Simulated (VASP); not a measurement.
# FeO (Wuestite) (Fm-3m) in VASP: settings compared

FeO (Wuestite) is run at these levels: LDA, PBEsol; tasks: elastic constants, vibrations by perturbation theory.

Everything below comes from runs of VASP 6.6.1. Logs are shortened: lines on timing, memory, paths and dates and some standing lists are left out, and cuts for length are marked.

## Step 1: The cell of the first run

It takes space group Fm-3m (No. 225, cubic). The conventional cell has a = 4.311 Å, b = 4.311 Å, c = 4.311 Å, α = 90.00°, β = 90.00°, γ = 90.00°. Fe (site symmetry m-3m) has 6 O at 2.16 Å within 2.9 Å. Within 2.9 Å of O (site symmetry m-3m) lie 6 Fe at 2.16 Å.

## Step 2: Elastic constants, LDA, collinear spin, ferromagnetic start

Contents of INCAR:

```
SYSTEM = FeO
PREC = Accurate ; ENCUT = 600
EDIFF = 1E-8 ; ISMEAR = -1
SIGMA = 0.05 ; LREAL = .FALSE.
LASPH = .TRUE. ; NELM = 150
ALGO = Normal ; ISIF = 3
LWAVE = .FALSE. ; LCHARG = .TRUE.
ISPIN = 2 ; MAGMOM = 3 0
LORBIT = 11 ; LMAXMIX = 4
GGA = CA ; IBRION = 6
NFREE = 2 ; POTIM = 0.015
NSW = 1
```

Contents of KPOINTS:

```
Automatic mesh
0
G
  8 8 8
  0 0 0
```

Contents of POSCAR:

```
FeO
1.0
    0.0000000000      2.1554000000      2.1554000000
    2.1554000000      0.0000000000      2.1554000000
    2.1554000000      2.1554000000      0.0000000000
Fe O
1 1
Direct
    0.0000000000      0.0000000000      0.0000000000
    0.5000000000      0.5000000000      0.5000000000
```

Potentials or basis: VASP PAW LDA potentials, release 64 (Fe, O).

Run with:

```
$ cat potpaw_LDA.64/Fe/POTCAR potpaw_LDA.64/O/POTCAR > POTCAR
$ mpirun -np 1 vasp_std > vasp.out
```

OUTCAR:

```text
SYSTEM = FeO
   PREC = Accurate
   ENCUT = 600
   EDIFF = 1E-8
   ISMEAR = -1
   LREAL = .FALSE.
   LASPH = .TRUE.
   NELM = 150
   ISIF = 3
   ISPIN = 2
   LORBIT = 11
   GGA = CA
   IBRION = 6
   NFREE = 2
   POTIM = 0.015
   NSW = 1

 ion  position               nearest neighbor table
   1  0.000  0.000  0.000-   2 2.16   2 2.16   2 2.16   2 2.16   2 2.16   2 2.16
   2  0.500  0.500  0.500-   1 2.16   1 2.16   1 2.16   1 2.16   1 2.16   1 2.16

  LATTYP: Found a face centered cubic cell.
 ALAT       =     4.3108000000

  Lattice vectors:

 A1 = (   0.0000000000,   2.1554000000,   2.1554000000)
 A2 = (   2.1554000000,   0.0000000000,   2.1554000000)
 A3 = (   2.1554000000,   2.1554000000,   0.0000000000)

Analysis of symmetry for initial positions (statically):
=====================================================================
 Subroutine PRICEL returns:
 Original cell was already a primitive cell.

 Routine SETGRP: Setting up the symmetry group for a
 face centered cubic supercell.

 Subroutine GETGRP returns: Found 48 space group operations
 (whereof 48 operations were pure point group operations)
 out of a pool of 48 trial point group operations.

The static configuration has the point symmetry O_h .

Analysis of symmetry for dynamics (positions and initial velocities):
=====================================================================
 Subroutine PRICEL returns:
 Original cell was already a primitive cell.

 Routine SETGRP: Setting up the symmetry group for a
 face centered cubic supercell.

 Subroutine GETGRP returns: Found 48 space group operations
 (whereof 48 operations were pure point group operations)
 out of a pool of 48 trial point group operations.

The dynamic configuration has the point symmetry O_h .

Analysis of structural, dynamic, and magnetic symmetry:
=====================================================================
 Subroutine PRICEL returns:
 Original cell was already a primitive cell.

 Routine SETGRP: Setting up the symmetry group for a
 face centered cubic supercell.

 Subroutine GETGRP returns: Found 48 space group operations
 (whereof 48 operations were pure point group operations)
 out of a pool of 48 trial point group operations.

The overall configuration has the point symmetry O_h .

 Subroutine INISYM returns: Found 48 space group operations
 (whereof 48 operations are pure point group operations),
 and found     1 'primitive' translations

----------------------------------------------------------------------------------------

                                     Primitive cell

  volume of cell :      20.0269

  direct lattice vectors                    reciprocal lattice vectors
     0.000000000  2.155400000  2.155400000    -0.231975503  0.231975503  0.231975503
     2.155400000  0.000000000  2.155400000     0.231975503 -0.231975503  0.231975503
     2.155400000  2.155400000  0.000000000     0.231975503  0.231975503 -0.231975503

  length of vectors
     3.048195912  3.048195912  3.048195912     0.401793358  0.401793358  0.401793358

  position of ions in fractional coordinates (direct lattice)
     0.000000000  0.000000000  0.000000000
     0.500000000  0.500000000  0.500000000

  ion indices of the primitive-cell ions
   primitive index   ion index
                 1           1
                 2           2

----------------------------------------------------------------------------------------

 KPOINTS: Automatic mesh

Automatic generation of k-mesh.
 Grid dimensions read from file:
 generate k-points for:    8    8    8

 Generating k-lattice:
[... 210 lines left out ...]
  FREE ENERGIE OF THE ION-ELECTRON SYSTEM (eV)
  ---------------------------------------------------
  free  energy   TOTEN  =       -16.4359167740 eV

  energy  without entropy=      -16.4200722328  energy(sigma->0) =      -16.42799450

[... ionic steps 4 to 14 ...]

--------------------------------------- Ionic step       15  -------------------------------------------

 number of electron      13.9999998 magnetization       3.9863631

------------------------ aborting loop because EDIFF is reached ----------------------------------------
[... 67 lines left out ...]
--------------------------------------- Ionic step       17  -------------------------------------------

 number of electron      14.0000000 magnetization       3.9863758

 Free energy of the ion-electron system (eV)
  ---------------------------------------------------
  ext. energy  EPLUGINS =         0.00000000
  ---------------------------------------------------
  free energy    TOTEN  =       -16.40890237 eV

  energy without entropy =      -16.39363115  energy(sigma->0) =      -16.40126676

 E-fermi :   5.8248     XC(G=0): -12.6222

 val. band max:        5.8058901976   @ k =   0.0000  -0.3750   0.2500
 cond. band min:       5.8376574828   @ k =   0.1250  -0.2500   0.3750
 fundamental gap:      0.0317672853
 Fermi energy:         5.8248081019

 spin component 1

 k-point     1 :       0.0000    0.0000    0.0000
  band No.  band energies     occupation
      1     -14.5522      1.00000
      2       2.0552      1.00000
      3       2.0552      1.00000
      4       2.0577      1.00000
      5       2.2080      1.00000
      6       2.2338      1.00000
      7       2.2338      1.00000
      8       2.4780      1.00000
      9       2.5016      1.00000
     10       6.0591      0.00914
     11      21.2202      0.00000
     12      22.8242      0.00000
     13      22.8242      0.00000
[... 356 lines left out ...]
      2      -2.1623      1.00000
      3      -0.7699      1.00000
      4      -0.4835      1.00000
      5       2.8679      1.00000
      6       3.0374      1.00000
      7       3.4682      1.00000
      8       4.4590      1.00000
      9       5.1705      1.00000
     10      12.1123      0.00000
     11      13.8562      0.00000
     12      15.9816      0.00000
     13      18.8459      0.00000

 [... further k-points ...]

 spin component 2

 k-point     1 :       0.0000    0.0000    0.0000
  band No.  band energies     occupation
      1     -13.9806      1.00000
      2       2.6855      1.00000
      3       2.6873      1.00000
      4       2.6873      1.00000
      5       5.0762      1.00000
      6       5.0783      1.00000
      7       5.0783      1.00000
      8       5.7959      0.64073
      9       5.7998      0.62263
     10       6.8261      0.00000
     11      21.4439      0.00000
     12      23.8650      0.00000
     13      23.8650      0.00000
[... 397 lines left out ...]
  FREE ENERGIE OF THE ION-ELECTRON SYSTEM (eV)
  ---------------------------------------------------
  free  energy   TOTEN  =       -16.4089023680 eV

  energy  without entropy=      -16.3936311524  energy(sigma->0) =      -16.40126676

 INTERNAL STRAIN TENSORS FROM STRAINED CELLS
 ============================================

 INTERNAL STRAIN TENSOR FOR ION    1 for displacements in x,y,z  (eV/Angst):
          X           Y           Z          XY          YZ          ZX
  --------------------------------------------------------------------------------
  x     0.00000     0.00000     0.00000     0.00000     0.00000     0.00000
  y    -0.00000     0.00000     0.00000     0.00000     0.00000    -0.00000
  z    -0.00000    -0.00000     0.00000    -0.00000     0.00000    -0.00000

 INTERNAL STRAIN TENSORS FROM DISPLACED ATOMS
 ============================================

 INTERNAL STRAIN TENSOR FOR ION    1 for displacements in x,y,z  (eV/Angst):
          X           Y           Z          XY          YZ          ZX
  --------------------------------------------------------------------------------
  x     0.00000     0.00000     0.00000     0.00000     0.00000     0.00000
  y     0.00000     0.00000     0.00000     0.00000     0.00000     0.00000
  z     0.00000     0.00000     0.00000     0.00000     0.00000     0.00000

 INTERNAL STRAIN TENSOR FOR ION    2 for displacements in x,y,z  (eV/Angst):
          X           Y           Z          XY          YZ          ZX
  --------------------------------------------------------------------------------
  x     0.00000     0.00000     0.00000     0.00000     0.00000     0.00000
  y     0.00000     0.00000     0.00000     0.00000     0.00000     0.00000
  z     0.00000     0.00000     0.00000     0.00000     0.00000     0.00000

 Eigenvectors and eigenvalues of the dynamical matrix
 ----------------------------------------------------

   1 f  =    5.673758 THz    35.649272 2PiTHz  189.256191 cm-1    23.464767 meV
             X         Y         Z           dx          dy          dz
      0.000000  0.000000  0.000000     0.473371    0.000000    0.000000
      2.155400  2.155400  2.155400    -0.880863   -0.000000    0.000000
[... 21 lines left out ...]
   6 f/i=    0.009430 THz     0.059248 2PiTHz    0.314539 cm-1     0.038998 meV
             X         Y         Z           dx          dy          dz
      0.000000  0.000000  0.000000    -0.086214    0.471486   -0.739045
      2.155400  2.155400  2.155400    -0.046331    0.253374   -0.397159

--------------------------------------------------------------------------------------------------------

 ELASTIC MODULI CONTR FROM IONIC RELAXATION (kBar)
 Direction    XX          YY          ZZ          XY          YZ          ZX
 --------------------------------------------------------------------------------
 XX           0.0000      0.0000      0.0000      0.0000      0.0000      0.0000
 YY           0.0000      0.0000      0.0000      0.0000      0.0000      0.0000
 ZZ           0.0000      0.0000      0.0000      0.0000      0.0000      0.0000
 XY           0.0000      0.0000      0.0000      0.0000      0.0000      0.0000
 YZ           0.0000      0.0000      0.0000      0.0000      0.0000      0.0000
 ZX           0.0000      0.0000      0.0000      0.0000      0.0000      0.0000
 --------------------------------------------------------------------------------

 TOTAL ELASTIC MODULI (kBar)
 Direction    XX          YY          ZZ          XY          YZ          ZX
 --------------------------------------------------------------------------------
 XX        1848.7479   1476.3405   1476.3405      0.0000      0.0000     -0.0000
 YY        1476.3405   1848.7479   1476.3405      0.0000      0.0000     -0.0000
 ZZ        1476.3405   1476.3405   1848.7479      0.0000      0.0000     -0.0000
 XY           0.0000      0.0000      0.0000    338.3960     -0.0000      0.0000
 YZ           0.0000      0.0000      0.0000     -0.0000    338.3960     -0.0000
 ZX          -0.0000     -0.0000     -0.0000      0.0000     -0.0000    338.3960
 --------------------------------------------------------------------------------

 total charge

# of ion       s       p       d       tot
------------------------------------------
    1        0.293   0.364   6.109   6.766
    2        1.541   3.410   0.000   4.951
--------------------------------------------------
tot          1.834   3.774   6.109  11.717

 magnetization (x)

# of ion       s       p       d       tot
------------------------------------------
    1        0.024   0.021   3.520   3.565
    2        0.030   0.285   0.000   0.315
--------------------------------------------------
tot          0.055   0.306   3.520   3.880
```

Wall time 3.4 min (1 thread of Intel Xeon 6975P-C (Granite Rapids), shared host); peak memory 0.27 GiB.

Results:

| Property | Result |
| --- | --- |
| Net moment | 3.99 μB per cell |
| Site moments | Fe +3.56; O +0.32 μB |
| Valence electrons inside the program's atomic spheres | Fe 6.77; O 4.95 |
| Elastic constants C11, C12, C44 | 185, 148, 34 GPa |
| Voigt bulk modulus | 160 GPa |
| Highest phonon frequency at Γ, LO-TO splitting left out | 189 cm⁻¹ |

Phonon frequencies in cm⁻¹ (negative: imaginary):
```
              q point        frequencies
(0.000, 0.000, 0.000)  0 0 0 189 189 189
```

Elastic tensor in Voigt notation (GPa, in the Cartesian axes of the cell as first typed):
```
185 148 148   0   0   0
148 185 148   0   0   0
148 148 185   0   0   0
  0   0   0  34   0   0
  0   0   0   0  34   0
  0   0   0   0   0  34
```

Clamped-ion elastic tensor (GPa):
```
185 148 148   0   0   0
148 185 148   0   0   0
148 148 185   0   0   0
  0   0   0  34   0   0
  0   0   0   0  34   0
  0   0   0   0   0  34
```

Caveat: the cell is under stress, which shifts elastic constants; a cell with one magnetic atom can't hold antiferromagnetic order, which such compounds often take.

(Part 1 of 2 ends here.)
